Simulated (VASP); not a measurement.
Here is a VASP 6.6.1 calculation.

INCAR

```
SYSTEM = Si
ALGO = Normal
EDIFF = 1E-6
ENCUT = 500
GGA = PE
GGA_COMPAT = .FALSE.
ISIF = 2
ISMEAR = 0
LASPH = .TRUE.
LCHARG = .FALSE.
LREAL = .FALSE.
LWAVE = .FALSE.
NBANDS = 11
NELM = 120
PREC = Accurate
SIGMA = 0.01
```

File KPOINTS:

```
k-points
0
G
  4 4 4
  0 0 0
```

Contents of POSCAR:

```
Si
1.0
    0.0000000000      2.7357294902      2.7127953184
    2.7357294902      0.0000000000      2.7127953184
    2.7357294902      2.7357294902      0.0000000000
Si
2
Direct
    0.0000000000      0.0000000000      0.0000000000
    0.2500000000      0.2500000000      0.2500000000
```

Potentials or basis: VASP PAW PBE potentials, release 64 (Si).

Command:

```sh
$ cat potpaw_PBE.64/Si/POTCAR > POTCAR
$ mpirun -np 1 vasp_std > vasp.out
```

What does it give for the band gap on the k mesh?

0.64 eV, indirect (least direct gap 2.48 eV).

Estimate the pressure.

1.2 GPa.

Stress tensor (GPa, compression positive):
```
0.95 0.00 0.00
0.00 0.95 0.00
0.00 0.00 1.75
```

Caveat: the k points lie up to 0.50 Å⁻¹ apart; the cell differs from its parent crystal (epitaxial xy strain +0.5%). A k mesh can miss the band edges.
